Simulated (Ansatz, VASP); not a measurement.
# CuAs in VASP and in Ansatz

```xyz
4
Lattice="3.9561 0.0000 0.0000 -1.9781 3.4261 0.0000 0.0000 0.0000 4.9876" Properties=species:S:1:pos:R:3 pbc="T T T"
Cu    0.0000    0.0000    2.4938
Cu    0.0000    0.0000    0.0000
As    1.9781    1.1420    3.7407
As    0.0000    2.2841    1.2469
```

Alike in both runs: task single point; functional LDA; k mesh 12 × 12 × 8; occupations gaussian, width 0.15 eV; no spin polarisation.

|  | VASP | Ansatz |
| --- | --- | --- |
| version | VASP 6.6.1 | Ansatz 0.2.0 |
| potentials or method | VASP PAW LDA potentials, release 64 (Cu, As), cutoff 520 eV | scalar-relativistic, plane waves, PAW |
| valence electrons in the cell | 32 | 68 |

Ansatz gave:

| Item | Value |
| --- | --- |
| gap on the k mesh at the Fermi level (eV) | none |
| pressure (GPa) | -11.4 |
| traceless stress, the component that is largest in VASP (GPa) | 1.11 |

Task: What did VASP give for the same quantities?

Result: gap on the k mesh at the Fermi level (eV): none; pressure (GPa): -11.0; traceless stress, the component that is largest in VASP (GPa): 1.15.

LDA's correlation is that of Perdew and Zunger in VASP and of Perdew and Wang (1992) in Ansatz. A gap of «none» marks a metal or a gap that the smearing closes. VASP's potentials hold 32 valence electrons a cell and Ansatz's 68, so a difference there can come from the potentials and not from the codes.
